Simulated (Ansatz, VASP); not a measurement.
SnO: VASP beside Ansatz

File INCAR:

```
PREC = Accurate ; ENCUT = 600
EDIFF = 1E-6 ; ISMEAR = 0
SIGMA = 0.01 ; LREAL = F
LASPH = T ; NELM = 60
ALGO = Normal ; ISIF = 3
LWAVE = F ; LCHARG = F
IBRION = 2 ; NSW = 100
EDIFFG = -0.005
```

File KPOINTS:

```
regular mesh
0
Gamma
  10 10 8
```

The input POSCAR:

```
SnO
1.0
    3.7986000000      0.0000000000      0.0000000000
    0.0000000000      3.7986000000      0.0000000000
    0.0000000000      0.0000000000      4.8408000000
Sn O
2 2
Direct
    0.5000000000      0.0000000000      0.2369000000
    0.0000000000      0.5000000000      0.7631000000
    0.0000000000      0.0000000000      0.0000000000
    0.5000000000      0.5000000000      0.0000000000
```

Input for Ansatz:

```yaml
crystal:
  lattice:
    - [3.7986, 0.0, 0.0]
    - [0.0, 3.7986, 0.0]
    - [0.0, 0.0, 4.8408]
  atoms:
    - { symbol: Sn, position: [0.5, 0.0, 0.2369] }
    - { symbol: Sn, position: [0.0, 0.5, 0.7631] }
    - { symbol: O, position: [0.0, 0.0, 0.0] }
    - { symbol: O, position: [0.5, 0.5, 0.0] }
basis:
  ecutwfc: 420
kpoints:
  mp_grid: { grid: [10, 10, 8] }
hamiltonian:
  xc: lda
scf:
  occupations: { method: gaussian, width: 0.01 }
output:
  forces: true
  stress: true
  eigenvalues: true
  write_density: true
  write_potential: true
  elf: true
  volumetric_format: npy
relax:
  adjacent_minimum: "off"
  f_tol: 0.005
  max_steps: 80
  cell: { stress_tol: 0.05 }
```

Alike in both runs: task relaxation of cell and atoms; functional LDA; k mesh 10 × 10 × 8; occupations gaussian, width 0.01 eV; no spin polarisation.

```csv
,VASP,Ansatz
version,VASP 6.6.1,Ansatz 0.2.0
potentials or method,"VASP PAW LDA potentials, release 64 (Sn_d, O), cutoff 600 eV","scalar-relativistic, plane waves, PAW"
valence electrons in the cell,40,40
```

VASP gave:

```
gap on the k mesh at the Fermi level, each at its own relaxed structure (eV) : none
relaxed volume (Å³/atom)                                                     : 16.44
relaxed cell length with the largest relative difference (Å)                 : 4.633
```

What did Ansatz give for the same quantities?

gap on the k mesh at the Fermi level, each at its own relaxed structure (eV): none; relaxed volume (Å³/atom): 16.55; relaxed cell length with the largest relative difference (Å): 4.661.

LDA's correlation is that of Perdew and Zunger in VASP and of Perdew and Wang (1992) in Ansatz. A gap of «none» marks a metal or a gap that the smearing closes.
